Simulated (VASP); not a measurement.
Input of a VASP 6.6.1 run:

Contents of INCAR:

```
SYSTEM = Na
PREC = Accurate
ENCUT = 520
EDIFF = 1E-6
ISMEAR = -1
SIGMA = 0.06122561905347299
LREAL = .False.
LASPH = .True.
NELM = 80
ALGO = Normal
ISIF = 2
LWAVE = .False.
LCHARG = .True.
GGA = PE
LELF = .True.
LVHAR = .True.
NBANDS = 10
```

The input KPOINTS:

```
regular mesh
0
Gamma
  19 19 19
  0 0 0
```

The input POSCAR:

```
Na
1.0
   -2.0990938446      2.0990938446      2.0990938446
    2.0990938446     -2.0990938446      2.0990938446
    2.0990938446      2.0990938446     -2.0990938446
Na
1
Direct
    0.0000000000      0.0000000000      0.0000000000
```

Potentials or basis: VASP PAW PBE potentials, release 64 (Na_pv).

Command:

```sh
$ cat potpaw_PBE.64/Na_pv/POTCAR > POTCAR
$ mpirun -np 1 vasp_std > vasp.out
```

**Question.** Estimate the pressure.

**Answer.** 0.0 GPa.
